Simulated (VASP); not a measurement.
# CaSe: single point with LDA

CaSe:

```
CELL_PARAMETERS angstrom
0.01478 2.95600 2.95600
2.97078 0.00000 2.97078
2.95600 2.95600 0.01478
ATOMIC_POSITIONS crystal
Ca 0.00000 0.00000 0.00000
Se 0.50000 0.50000 0.50000
```

This cell differs from its parent crystal: strain +0.0100 x Voigt [0, 0, 0, 0, 1, 0].

```yaml
Program: VASP 6.6.1
Task: single point
Functional: LDA
Potentials_or_basis: VASP PAW LDA potentials, release 64 (Ca_sv, Se)
Cutoff: 520 eV
k_mesh: 8 × 8 × 8
Occupations: gaussian, width 0.05 eV
Spin: no spin polarisation
Dipole_correction: no
Further_INCAR_settings: ALGO = Normal; EDIFF = 1e-07; NBANDS = 15
```

```yaml
Pressure: -2.9 GPa
Band_gap_on_the_k_mesh: 1.83 eV (least direct gap 2.76 eV)
```

Stress tensor (GPa, compression positive):
```
-2.90  0.00 -0.28
 0.00 -2.90  0.00
-0.28  0.00 -2.90
```

Levels at points of the mesh, in eV from the valence-band top:
| k point | band 4 | band 5 | band 6 | band 7 | band 8 | band 9 | band 10 | band 11 | band 12 | band 13 |
| --- | --- | --- | --- | --- | --- | --- | --- | --- | --- | --- |
| (0.00, 0.00, 0.00) | -20.59 | -11.87 | -0.06 | -0.03 | 0.00 | 3.08 | 3.48 | 3.52 | 3.55 | 4.13 |
| (0.50, 0.00, 0.00) | -20.60 | -11.16 | -3.37 | -1.30 | -1.26 | 4.33 | 5.29 | 5.32 | 5.37 | 7.42 |
| (0.00, 0.50, 0.00) | -20.60 | -11.17 | -3.39 | -1.26 | -1.22 | 4.36 | 5.26 | 5.33 | 5.33 | 7.39 |
| (0.50, 0.50, 0.00) | -20.63 | -11.29 | -2.58 | -0.97 | -0.97 | 1.83 | 4.81 | 4.90 | 5.86 | 5.87 |
| (0.50, 0.00, 0.50) | -20.63 | -11.29 | -2.58 | -1.01 | -0.93 | 1.83 | 4.82 | 4.90 | 5.87 | 5.87 |

Run time: 19 s on 1 thread of Intel(R) Xeon(R) 6975P-C (Granite Rapids), on a shared host, peak memory 0.21 GiB.

Caveat: the cell differs from its parent crystal (strain +0.0100 x Voigt [0, 0, 0, 0, 1, 0]). A k mesh can miss the band edges.
